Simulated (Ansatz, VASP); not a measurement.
# Ta2N: VASP beside Ansatz

```
Ta N
1.0
     3.11286    0.00000    0.00000
    -1.55643    2.69582    0.00000
     0.00000    0.00000    4.86984
Ta N
2 1
Direct
  0.66667 0.33333 0.74529
  0.33333 0.66667 0.25471
  0.00000 0.00000 0.00000
```

Alike in both runs: task single point; functional PBE; k mesh 6 × 6 × 4; occupations tetrahedron; no spin polarisation.

```csv
,VASP,Ansatz
version,VASP 6.6.1,Ansatz 0.2.0
potentials or method,"VASP PAW PBE potentials, release 64 (Ta_pv, N), cutoff 600 eV","scalar-relativistic, plane waves, PAW"
valence electrons in the cell,27,31
```

|  | VASP | Ansatz | Ansatz less VASP |
| --- | --- | --- | --- |
| gap on the k mesh at the Fermi level (eV) | none | none | - |
| pressure (GPa) | -0.9 | -1.3 | -0.40 |
| traceless stress, the component that is largest in VASP (GPa) | -1.56 | -0.35 | +1.216 |
| rms of the force components (eV/Å) | 0.066 | 0.074 | +0.0077 |

Atom by atom the forces differ by 0.008 eV/Å (rms over components). A gap of «none» marks a metal or a gap that the smearing closes. With one functional, cell and mesh, what is left measures potentials, basis and numerics. VASP's potentials hold 27 valence electrons a cell and Ansatz's 31, so a difference there can come from the potentials and not from the codes. Ansatz's warnings: band table not solved further, tetrahedron derivatives may miss energy slope.

The k mesh is coarse, so the values compare programs but aren't converged. Spin-orbit coupling is off throughout.
